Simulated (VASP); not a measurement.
A run of VASP 6.6.1:

File INCAR:

```
SYSTEM = Tc3Sn
  PREC = Accurate
  ENCUT = 520
  EDIFF = 1E-6
  ISMEAR = -1
  SIGMA = 0.05
  LREAL = .FALSE.
  LASPH = .TRUE.
  NELM = 60
  ALGO = Normal
  ISIF = 2
  LWAVE = .FALSE.
  LCHARG = .FALSE.
  GGA = PS
  IVDW = 12
  NBANDS = 34
```

KPOINTS

```
Automatic mesh
0
G
  6 6 6
  0 0 0
```

The input POSCAR:

```
Tc3Sn
1.0
    0.0000000000      3.1721940000      3.1721940000
    3.1721940000      0.0000000000      3.1721940000
    3.1721940000      3.1721940000      0.0000000000
Tc Sn
3 1
Direct
    0.2500000000      0.2500000000      0.2500000000
    0.7500000000      0.7500000000      0.7500000000
    0.5000000000      0.5000000000      0.5000000000
    0.0000000000      0.0000000000      0.0000000000
```

Potentials or basis: VASP PAW PBE potentials, release 64 (Tc_pv, Sn_d).

Command:

```sh
$ cat potpaw_PBE.64/Tc_pv/POTCAR potpaw_PBE.64/Sn_d/POTCAR > POTCAR
$ mpirun -np 1 vasp_std > vasp.out
```

Hardware: 1 thread of Intel(R) Xeon(R) 6975P-C (Granite Rapids) (shared host).

Estimate the wall time of this run.

Wall time 34 s on 1 thread of Intel(R) Xeon(R) 6975P-C (Granite Rapids), on a shared host, peak memory 0.22 GiB. Counts: scf iterations 14, k points 16.
